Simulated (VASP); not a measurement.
Input of a VASP 6.6.1 run:

INCAR

```
SYSTEM = Lu
  PREC = Accurate
  ENCUT = 520
  EDIFF = 1E-6
  ISMEAR = -1
  SIGMA = 0.08
  LREAL = .FALSE.
  LASPH = .TRUE.
  NELM = 60
  ALGO = Normal
  ISIF = 2
  LWAVE = .FALSE.
  LCHARG = .FALSE.
  GGA = PE
  NBANDS = 18
```

KPOINTS

```
Automatic mesh
0
G
  13 13 12
  0 0 0
```

File POSCAR:

```
Lu
1.0
    3.2598962382      0.0000000000      0.0000000000
   -1.6299481191      2.8231529560      0.0000000000
    0.0000000000      0.0000000000      3.2009422963
Lu
1
Direct
    0.0000000000      0.0000000000      0.0000000000
```

Potentials or basis: VASP PAW PBE potentials, release 64 (Lu).

Command:

```bash
$ cat potpaw_PBE.64/Lu/POTCAR > POTCAR
$ mpirun -np 1 vasp_std > vasp.out
```

Predict the band gap on the k mesh.

zero (an odd number of electrons rules out a gap without spin polarisation).

Estimate the pressure.

1.8 GPa.

Caveat: spin-orbit coupling is left out, which moves the levels of the heavy elements.
